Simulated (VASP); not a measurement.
Set up this calculation in VASP 6.6.1, as the native input.

- Task: single point
- Functional: PBE
- Potentials or basis: VASP PAW PBE potentials, release 64 (Be, Cl)
- Cutoff: 600 eV
- k mesh: 6 × 6 × 6
- Occupations: gaussian, width 0.1 eV
- Spin: no spin polarisation
- Dipole correction: no
- Further INCAR settings: ALGO = Normal; EDIFF = 1e-06; NBANDS = 12

The structure of BeCl lies in POSCAR:

```
BeCl
1.0
    3.3050236200      0.0000000000      0.0000000000
    0.0000000000      3.3050236200      0.0000000000
    0.0000000000      0.0000000000      3.3050236200
Be Cl
1 1
Direct
    0.0000000000      0.0000000000      0.0000000000
    0.5000000000      0.5000000000      0.5000000000
```

The cell was built from a structure type or drawn by symmetry, and may not be a known phase.

These files were run (other wordings do the same):

INCAR

```
PREC     = Accurate       # precision mode
ENCUT    = 600            # plane-wave cutoff, eV
EDIFF    = 1E-6           # SCF threshold, eV
ISMEAR   = 0              # smearing method
SIGMA    = 0.1            # smearing width, eV
LREAL    = False          # projectors in reciprocal space
LASPH    = True           # aspherical terms in the spheres
NELM     = 120            # most SCF steps
ALGO     = Normal         # electronic algorithm
ISIF     = 2              # what is computed and relaxed
LWAVE    = False          # write WAVECAR
LCHARG   = False          # write CHGCAR
GGA      = PE             # functional
NBANDS   = 12             # bands
GGA_COMPAT= False
```

KPOINTS

```
regular mesh
0
Gamma
  6 6 6
```

Potentials or basis: VASP PAW PBE potentials, release 64 (Be, Cl).

The run is started by

```console
$ cat potpaw_PBE.64/Be/POTCAR potpaw_PBE.64/Cl/POTCAR > POTCAR
$ mpirun -np 1 vasp_std > vasp.out
```

It gave:

The pressure is -5.5 GPa and the band gap on the k mesh is zero (an odd number of electrons rules out a gap without spin polarisation).

Caveat: the cell stands under tension; an odd number of electrons without spin polarisation forces a metal; a magnetic or distorted state may lie lower.

Run time: 7.1 s on 1 thread of Intel(R) Xeon(R) Platinum 8259CL CPU @ 2.50GHz (Skylake/Cascade Lake), on a shared host, peak memory 0.15 GiB.
